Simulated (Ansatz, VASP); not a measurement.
**One calculation of AlN, two programs**

```xyz
8
Lattice="4.3771 0.0000 0.0000 0.0000 -4.3771 0.0000 0.0000 0.0000 -4.3771" Properties=species:S:1:pos:R:3 pbc="T T T"
Al   -0.3564    0.2520    0.3564
Al    2.1886   -2.1886    0.0000
Al    2.1886    0.0000   -2.1886
Al    0.0000   -2.1886   -2.1886
N     3.2829   -3.2829   -3.2829
N     1.0943   -1.0943   -3.2829
N     1.0943   -3.2829   -1.0943
N     3.2829   -1.0943   -1.0943
```

Alike in both runs: task single point; functional PBEsol; k mesh 6 × 6 × 6; occupations gaussian, width 0.05 eV; no spin polarisation.

```csv
,VASP,Ansatz
version,VASP 6.6.1,Ansatz 0.2.0
potentials or method,"VASP PAW PBE potentials, release 64 (Al, N), cutoff 520 eV","scalar-relativistic, plane waves, PAW"
valence electrons in the cell,32,32
```

|  | VASP | Ansatz | Ansatz less VASP |
| --- | --- | --- | --- |
| gap on the k mesh at the Fermi level (eV) | 1.67 | 1.68 | +0.004 |
| least direct gap on the mesh (eV) | 1.78 | 1.79 | +0.005 |
| pressure (GPa) | 22.4 | 22.5 | +0.11 |
| traceless stress, the component that is largest in VASP (GPa) | -25.70 | -25.82 | -0.120 |
| rms of the force components (eV/Å) | 9.707 | 9.756 | +0.0490 |

VASP's potentials were made for PBE, not for PBEsol, and Ansatz warns of the same on its side. Atom by atom the forces differ by 0.050 eV/Å (rms over components). The functional is the same, so the differences come from potentials, cutoffs and numerics.
